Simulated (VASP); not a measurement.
**Zr2BN3: single point with PBE**

The system is Zr2BN3.

```
Zr B N
1.0
     3.30444    0.00000    0.00000
     0.00000    1.50860    6.57803
     0.00000   -1.50860    6.57803
Zr B N
2 1 3
Direct
  0.50000 0.50633 0.50633
  0.00000 0.20086 0.20086
  0.50000 0.79000 0.79000
  0.50000 0.33330 0.33330
  0.50000 0.67382 0.67382
  0.00000 0.02058 0.02058
```

* Program: VASP 6.6.1
* Task: single point
* Functional: PBE
* Potentials or basis: VASP PAW PBE potentials, release 64 (Zr_sv, B, N)
* Cutoff: 520 eV
* k mesh: 6 × 6 × 6
* Occupations: gaussian, width 0.1 eV
* Spin: no spin polarisation
* Dipole correction: no
* Further INCAR settings: ALGO = Normal; EDIFF = 1e-06; NBANDS = 30

| Item | Value |
| --- | --- |
| Pressure | 0.1 GPa |
| Largest force | 0.078 eV/Å |
| Band gap on the k mesh | zero (bands 21 and 22 overlap by 2.95 eV) |

Forces in eV/Å, atoms in the order of the input:
```
Zr   0.000  0.000 -0.010
Zr   0.000  0.000 -0.010
B    0.000  0.000  0.078
N    0.000  0.000  0.004
N    0.000  0.000 -0.059
N    0.000  0.000 -0.003
```

Stress tensor (GPa, compression positive):
```
0.10 0.00 0.00
0.00 0.02 0.00
0.00 0.00 0.09
```

Levels at points of the mesh, in eV from the Fermi level:
```
           k point  band 17  band 18  band 19  band 20  band 21  band 22  band 23  band 24  band 25  band 26
(0.00, 0.00, 0.00)    -3.49    -3.32    -2.40    -2.22    -1.80    -1.66     1.22     2.10     2.31     2.37
(0.50, 0.00, 0.00)    -4.46    -4.35    -4.35    -3.24     1.14     1.95     2.61     2.61     2.66     2.96
(0.00, 0.50, 0.00)    -5.61    -4.45    -3.81    -3.45     0.92     1.29     2.23     2.74     3.53     3.61
(0.50, 0.50, 0.00)    -4.77    -4.35    -3.09    -2.67    -2.55     0.08     1.13     3.41     3.84     4.37
(0.00, 0.50, 0.50)    -3.91    -3.42    -2.67    -2.36    -1.85    -1.81     1.13     1.65     2.29     2.79
(0.50, 0.50, 0.50)    -4.58    -4.50    -4.35    -4.14     1.02     1.86     2.45     2.55     2.57     3.03
```

Run time: 3.1 min on 1 thread of Intel(R) Xeon(R) Platinum 8259CL CPU @ 2.50GHz (Skylake/Cascade Lake), on a shared host, peak memory 0.3 GiB.
